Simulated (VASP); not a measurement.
A run of VASP 6.6.1 is set up as follows.

The input INCAR:

```
PREC = Accurate ; ENCUT = 520
EDIFF = 1E-6 ; ISMEAR = 0
SIGMA = 0.15 ; LREAL = False
LASPH = True ; NELM = 100
ALGO = Normal ; ISIF = 2
LWAVE = False ; LCHARG = True
GGA = PS ; IVDW = 12
LELF = True ; LVHAR = True
NBANDS = 30
```

Contents of KPOINTS:

```
regular mesh
0
Gamma
  10 10 10
```

The input POSCAR:

```
In3Se
1.0
    4.5522678903      0.0000000000      0.0000000000
    0.0000000000      4.5522678903      0.0000000000
    0.0000000000      0.0000000000      4.2864154455
In Se
3 1
Direct
    0.0000000000      0.5000000000      0.5000000000
    0.5000000000      0.0000000000      0.5000000000
    0.5000000000      0.5000000000      0.0000000000
    0.0000000000      0.0000000000      0.0000000000
```

Potentials or basis: VASP PAW PBE potentials, release 64 (In_d, Se).

The run is started by

```sh
$ cat potpaw_PBE.64/In_d/POTCAR potpaw_PBE.64/Se/POTCAR > POTCAR
$ mpirun -np 1 vasp_std > vasp.out
```

**Question.** What does it give for the pressure?

**Answer.** 5.1 GPa.

**Question.** Estimate the dispersion energy per atom.

**Answer.** -0.403 eV.

**Question.** What does it give for the band gap on the k mesh?

**Answer.** Zero (an odd number of electrons rules out a gap without spin polarisation).

Caveat: the cell stands under pressure; the PAW data sets were made with another functional, which shifts forces and pressure a little; spin-orbit coupling is left out, which moves the levels of the heavy elements.
